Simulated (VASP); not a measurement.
Here is a VASP 6.6.1 calculation.

The input INCAR:

```
SYSTEM = NaI
  ALGO = Normal
  EDIFF = 1E-7
  ENCUT = 520
  GGA = CA
  ISIF = 2
  ISMEAR = 0
  LASPH = .TRUE.
  LCHARG = .TRUE.
  LELF = .TRUE.
  LREAL = .FALSE.
  LVHAR = .TRUE.
  LWAVE = .FALSE.
  NBANDS = 14
  NELM = 100
  PREC = Accurate
  SIGMA = 0.01
```

The input KPOINTS:

```
k-points
0
G
  6 6 6
  0 0 0
```

File POSCAR:

```
NaI
1.0
    0.0000000000      3.5431926705      3.5431926705
    3.5431926705      0.0000000000      3.5431926705
    3.5431926705      3.5431926705      0.0000000000
Na I
1 1
Direct
    0.0000000000      0.0000000000      0.0000000000
    0.2500000000      0.2500000000      0.2500000000
```

Potentials or basis: VASP PAW LDA potentials, release 64 (Na_pv, I).

The run is started by

```sh
$ cat potpaw_LDA.64/Na_pv/POTCAR potpaw_LDA.64/I/POTCAR > POTCAR
$ mpirun -np 1 vasp_std > vasp.out
```

What does it give for the band gap on the k mesh?

3.50 eV, direct.

Predict the pressure.

-0.9 GPa.

Caveat: spin-orbit coupling is left out, which moves the levels of the heavy elements.
